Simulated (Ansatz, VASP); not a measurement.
# Two plane-wave programs on BN

The input INCAR:

```
SYSTEM = BN
PREC     = Accurate       ! precision mode
ENCUT    = 520            ! plane-wave cutoff, eV
EDIFF    = 1E-6           ! SCF threshold, eV
ISMEAR   = 0              ! smearing method
SIGMA    = 0.05           ! smearing width, eV
LREAL    = .False.        ! projectors in reciprocal space
LASPH    = .True.         ! aspherical terms in the spheres
NELM     = 80             ! most SCF steps
ALGO     = Normal         ! electronic algorithm
ISIF     = 2              ! what is computed and relaxed
LWAVE    = .False.        ! write WAVECAR
LCHARG   = .False.        ! write CHGCAR
GGA      = PS             ! functional
NBANDS   = 11             ! bands
```

KPOINTS

```
regular mesh
0
Gamma
  12 12 12
  0 0 0
```

The input POSCAR:

```
BN
1.0
    0.0000000000      1.8026024960      1.8026024960
    1.8026024960      0.0000000000      1.8026024960
    1.8026024960      1.8026024960      0.0000000000
B N
1 1
Direct
    0.0122045765     -0.0122045765     -0.0122045765
    0.7405810329      0.7594189671      0.7594189671
```

Input for Ansatz:

```yaml
crystal:
  lattice:
    - [0.0, 1.802602496, 1.802602496]
    - [1.802602496, 0.0, 1.802602496]
    - [1.802602496, 1.802602496, 0.0]
  atoms:
    - { symbol: B, position: [0.0122045765, -0.0122045765, -0.0122045765] }
    - { symbol: "N", position: [0.7405810329, 0.7594189671, 0.7594189671] }
basis:
  ecutwfc: 520.0
kpoints:
  mp_grid: { grid: [12, 12, 12] }
hamiltonian:
  xc: pbesol
  pseudopotentials: { kind: paw, azcp: { folder: soft_1 } }
scf:
  occupations: { method: gaussian, width: 0.05 }
output:
  forces: true
  stress: true
  eigenvalues: true
```

Change from the starting cell: mode 4 frozen in at -0.044 Å and mode 6 at +0.000 Å (largest displacements).

Alike in both runs: task single point; functional PBEsol; k mesh 12 × 12 × 12; occupations gaussian, width 0.05 eV; no spin polarisation.

|  | VASP | Ansatz |
| --- | --- | --- |
| version | VASP 6.6.1 | Ansatz 0.2.0 |
| potentials or method | VASP PAW PBE potentials, release 64 (B, N), cutoff 520 eV | scalar-relativistic, plane waves, PAW |
| valence electrons in the cell | 8 | 8 |

Ansatz gave:

* gap on the k mesh at the Fermi level (eV): 3.59
* least direct gap on the mesh (eV): 7.71
* pressure (GPa): 1.8
* traceless stress, the component that is largest in VASP (GPa): 2.53
* rms of the force components (eV/Å): 1.089

Task: What did VASP give for the same quantities?

Result: gap on the k mesh at the Fermi level (eV): 3.58; least direct gap on the mesh (eV): 7.72; pressure (GPa): 2.6; traceless stress, the component that is largest in VASP (GPa): 2.87; rms of the force components (eV/Å): 1.099.

VASP's potentials were made for PBE, not for PBEsol, and Ansatz warns of the same on its side. Atom by atom the forces differ by 0.010 eV/Å (rms over components).
